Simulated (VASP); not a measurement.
Input of a VASP 6.6.1 run:

File INCAR:

```
ALGO = Normal
EDIFF = 1E-7
ENCUT = 520
GGA = PS
ISIF = 2
ISMEAR = -1
IVDW = 12
LASPH = True
LCHARG = False
LREAL = False
LWAVE = False
NBANDS = 38
NELM = 60
PREC = Accurate
SIGMA = 0.15
```

Contents of KPOINTS:

```
k-points
0
Gamma
  10 10 3
```

POSCAR

```
Rh
1.0
    2.6539265426      0.0000000000      0.0000000000
   -1.3269632713      2.2983678057      0.0000000000
    0.0000000000      0.0000000000      8.6736048034
Rh
4
Direct
    0.0000000000      0.0000000000      0.0000000000
    0.3333333333      0.6666666667      0.2500000000
    0.0000000000      0.0000000000      0.5000000000
    0.6666666667      0.3333333333      0.7500000000
```

Potentials or basis: VASP PAW PBE potentials, release 64 (Rh_pv).

Command:

```console
$ cat potpaw_PBE.64/Rh_pv/POTCAR > POTCAR
$ mpirun -np 1 vasp_std > vasp.out
```

(1) What does it give for the dispersion energy per atom?

(2) Estimate the band gap on the k mesh.

(3) What does it give for the pressure?

Results:

(1) -0.632 eV.

(2) zero (bands 30 and 31 overlap by 1.98 eV).

(3) -0.1 GPa.

Caveat: the PAW data sets were made with another functional, which shifts forces and pressure a little.
